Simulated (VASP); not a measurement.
Wanted: the native input for a VASP 6.6.1 run.

```yaml
Task: single point
Functional: BLYP
Potentials_or_basis: VASP PAW PBE potentials, release 64 (Ru_pv)
Cutoff: 520 eV
k_mesh: 15 × 15 × 4
Occupations: fermi-dirac, width 0.1 eV
Spin: no spin polarisation
Dipole_correction: no
Further_INCAR_settings: ALGO = Normal; EDIFF = 1e-06; NBANDS = 36
```

The structure of Ru lies in POSCAR:

```
Ru
1.0
    2.7897543622      0.0000000000      0.0000000000
   -1.3948771811      2.4159981480      0.0000000000
    0.0000000000      0.0000000000      8.9457986917
Ru
4
Direct
    1.0000000000      1.0000000000      1.0000000000
    1.0000000000      1.0000000000      0.5000000000
    0.3333333333      0.6666666667      0.2500000000
    0.6666666667      0.3333333333      0.7500000000
```

The input as run:

INCAR

```
PREC = Accurate
ENCUT = 520
EDIFF = 1E-6
ISMEAR = -1
SIGMA = 0.1
LREAL = F
LASPH = T
NELM = 60
ALGO = Normal
ISIF = 2
LWAVE = F
LCHARG = F
GGA = B5
ALDAX = 1.0
AGGAX = 1.0
AGGAC = 1.0
ALDAC = 0.0
NBANDS = 36
```

KPOINTS

```
Automatic mesh
0
Gamma
  15 15 4
```

Potentials or basis: VASP PAW PBE potentials, release 64 (Ru_pv).

Run with:

```bash
$ cat potpaw_PBE.64/Ru_pv/POTCAR > POTCAR
$ mpirun -np 1 vasp_std > vasp.out
```

It gave:

```
Pressure               : -9.0 GPa
Band gap on the k mesh : zero (bands 28 and 29 overlap by 2.42 eV)
```

Caveat: the cell stands under tension; the PAW data sets were made with another functional, which shifts forces and pressure a little.

Run time: 3.8 min on 1 thread of Intel Xeon 8259CL, with other jobs on the host, peak memory 0.27 GiB.
